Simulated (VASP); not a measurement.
# LiGeBr3: single point with PBE

Crystal: LiGeBr3.

```xyz
5
Lattice="5.4866 0.0000 0.0000 0.0000 5.4866 0.0000 0.0000 0.0000 5.4866" Properties=species:S:1:pos:R:3 pbc="T T T"
Li    2.7433    2.7433    2.7433
Ge    0.0000    0.0000    0.0000
Br    2.7433    0.0000    0.0000
Br    0.0000    2.7433    0.0000
Br    0.0000    0.0000    2.7433
```

* Program: VASP 6.6.1
* Task: single point
* Functional: PBE
* Potentials or basis: VASP PAW PBE potentials, release 64 (Li_sv, Ge_d, Br)
* Cutoff: 520 eV
* k mesh: 8 × 8 × 8
* Occupations: gaussian, width 0.02 eV
* Spin: no spin polarisation
* Dipole correction: no
* Further INCAR settings: ALGO = Normal; EDIFF = 1e-07; NBANDS = 27

- Band gap on the k mesh: 0.47 eV

Levels at points of the mesh, in eV from the valence-band top:
| k point | band 17 | band 18 | band 19 | band 20 | band 21 | band 22 |
| --- | --- | --- | --- | --- | --- | --- |
| (0.00, 0.00, 0.00) | -2.67 | -2.67 | -2.67 | 1.07 | 5.16 | 5.16 |
| (0.50, 0.00, 0.00) | -2.67 | -2.67 | -1.91 | 1.32 | 2.76 | 2.87 |
| (0.50, 0.50, 0.00) | -3.07 | -2.09 | -0.93 | 0.99 | 0.99 | 2.83 |
| (0.50, 0.50, 0.50) | -2.08 | -2.08 | 0.00 | 0.47 | 0.47 | 0.47 |

Run time: 72 s on 1 thread of Intel(R) Xeon(R) 6975P-C (Granite Rapids) (shared host), peak memory 0.34 GiB.

 A k mesh can miss the band edges.
